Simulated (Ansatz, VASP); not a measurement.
Yb: VASP beside Ansatz

File INCAR:

```
SYSTEM = Yb
ALGO = Normal
EDIFF = 1E-8
ENCUT = 520
GGA = PE
ISIF = 2
ISMEAR = -1
LASPH = .TRUE.
LCHARG = .FALSE.
LEFG = .TRUE.
LREAL = .FALSE.
LWAVE = .FALSE.
NBANDS = 18
NELM = 80
PREC = Accurate
SIGMA = 0.05
```

Contents of KPOINTS:

```
k-points
0
G
  10 10 10
  0 0 0
```

Contents of POSCAR:

```
Yb
1.0
    3.4099918681      0.0000000000      0.0000000000
    0.0000000000      3.4099918681      0.0000000000
    0.0000000000      0.0000000000      3.4099918681
Yb
1
Direct
    0.0000000000      0.0000000000      0.0000000000
```

Input for Ansatz:

```yaml
crystal:
  lattice:
    - [3.4099918681, 0.0, 0.0]
    - [0.0, 3.4099918681, 0.0]
    - [0.0, 0.0, 3.4099918681]
  atoms:
    - { symbol: Yb, position: [0.0, 0.0, 0.0] }
kpoints:
  mp_grid: { grid: [10, 10, 10] }
scf:
  occupations: { method: fermi_dirac, width: 0.05 }
hamiltonian:
  xc: pbe
  pseudopotentials: { kind: paw }
output:
  forces: true
  stress: true
  eigenvalues: true
  efg: { contact_densities: true }
  write_density: true
  write_potential: true
  elf: true
  volumetric_format: npy
```

Change from the starting cell: volume scaled by 1.02, PAW files.

Alike in both runs: task electric field gradients; functional PBE; k mesh 10 × 10 × 10; occupations fermi-dirac, width 0.05 eV; no spin polarisation.

|  | VASP | Ansatz |
| --- | --- | --- |
| version | VASP 6.6.1 | Ansatz 0.2.0 |
| potentials or method | VASP PAW PBE potentials, release 64 (Yb) | PAW with Ansatz's default frozen-core files, scalar-relativistic |
| plane-wave cutoff (eV) | 520 | 420 |
| valence electrons in the cell | 24 | 24 |

Ansatz gave:

```
pressure (GPa) : -0.2
```

Task: Estimate VASP's values.

Result: Pressure (GPa): -0.3.

Spin-orbit coupling is off throughout.
